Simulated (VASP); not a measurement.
# LiF: single point with PBEsol

LiF:

```
Li F
1.0
     0.00000    2.01400    2.01400
     2.31610    0.00000    2.01400
     2.31610    2.01400    0.00000
Li F
1 1
Direct
  0.00000 0.00000 0.00000
  0.50000 0.50000 0.50000
```

This cell differs from its parent crystal: strain +0.1500 x Voigt [1, 0, 0, 0, 0, 0].

* Program: VASP 6.6.1
* Task: single point
* Functional: PBEsol
* Potentials or basis: VASP PAW PBE potentials, release 64 (Li_sv, F)
* Cutoff: 520 eV
* k mesh: 10 × 10 × 10
* Occupations: gaussian, width 0.05 eV
* Spin: no spin polarisation

```json
{"Band gap on the k mesh": "7.68 eV, direct"}
```

Levels at points of the mesh, in eV from the valence-band top:
| k point | band 2 | band 3 | band 4 | band 5 | band 6 | band 7 | band 8 | band 9 |
| --- | --- | --- | --- | --- | --- | --- | --- | --- |
| (0.00, 0.00, 0.00) | -19.60 | -0.17 | -0.17 | 0.00 | 7.68 | 20.47 | 22.18 | 23.07 |
| (0.50, 0.00, 0.00) | -19.28 | -2.23 | -0.40 | -0.15 | 9.86 | 14.88 | 16.73 | 18.82 |
| (0.50, 0.50, 0.00) | -19.03 | -2.59 | -1.41 | -0.65 | 14.19 | 15.11 | 15.89 | 17.28 |
| (0.00, 0.50, 0.50) | -19.19 | -2.61 | -0.70 | -0.70 | 12.00 | 15.60 | 16.70 | 19.84 |

It took 13 s on 1 thread of Intel Xeon 6975P-C, with other jobs on the host, peak memory 0.14 GiB.

Caveat: the cell differs from its parent crystal (strain +0.1500 x Voigt [1, 0, 0, 0, 0, 0]). A k mesh can miss the band edges.
